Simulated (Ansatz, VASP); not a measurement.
## MgI2 in VASP and in Ansatz

Contents of INCAR:

```
SYSTEM = MgI2
PREC = Accurate
ENCUT = 520
EDIFF = 1E-7
ISMEAR = 0
SIGMA = 0.1
LREAL = .False.
LASPH = .True.
NELM = 80
ALGO = Normal
ISIF = 2
LWAVE = .False.
LCHARG = .False.
GGA = PE
NBANDS = 25
```

KPOINTS

```
Automatic mesh
0
Gamma
  4 4 1
  0 0 0
```

The input POSCAR:

```
MgI2
1.0
    5.6217003530      0.0000000000      0.0000000000
    0.0000000000      5.6217003530      0.0000000000
    0.0000000000      0.0000000000     13.1846278402
Mg I
2 4
Direct
    0.0000000000      0.0000000000      0.0000000000
    0.0000000000      0.0000000000      0.5000000000
    0.5000000000      0.0000000000      0.0000000000
    0.5000000000      0.0000000000      0.5000000000
    0.0000000000      0.5000000000      0.0000000000
    0.0000000000      0.5000000000      0.5000000000
```

Input for Ansatz:

```yaml
crystal:
  lattice:
    - [5.621700353, 0.0, 0.0]
    - [0.0, 5.621700353, 0.0]
    - [0.0, 0.0, 13.1846278402]
  atoms:
    - { symbol: Mg, position: [0.0, 0.0, 0.0] }
    - { symbol: Mg, position: [0.0, 0.0, 0.5] }
    - { symbol: I, position: [0.5, 0.0, 0.0] }
    - { symbol: I, position: [0.5, 0.0, 0.5] }
    - { symbol: I, position: [0.0, 0.5, 0.0] }
    - { symbol: I, position: [0.0, 0.5, 0.5] }
basis:
  ecutwfc: 420
kpoints:
  mp_grid: { grid: [4, 4, 1] }
hamiltonian:
  xc: pbe
scf:
  occupations: { method: gaussian, width: 0.1 }
  lower_state_search: "off"
output:
  forces: true
  stress: true
  eigenvalues: true
```

Alike in both runs: task single point; functional PBE; k mesh 4 × 4 × 1; occupations gaussian, width 0.1 eV; no spin polarisation.

```csv
,VASP,Ansatz
version,VASP 6.6.1,Ansatz 0.2.0
potentials or method,"VASP PAW PBE potentials, release 64 (Mg, I), cutoff 520 eV","scalar-relativistic, plane waves, PAW"
valence electrons in the cell,32,88
```

Ansatz gave:

```
gap on the k mesh at the Fermi level (eV) : 0.47
least direct gap on the mesh (eV)         : 1.25
```

Question: Which values does VASP return?

Answer: gap on the k mesh at the Fermi level (eV): 0.46; least direct gap on the mesh (eV): 1.24.

The functional is the same, so the differences come from potentials, cutoffs and numerics. VASP's potentials hold 32 valence electrons a cell and Ansatz's 88, so a difference there can come from the potentials and not from the codes.

Spin-orbit coupling is off throughout.
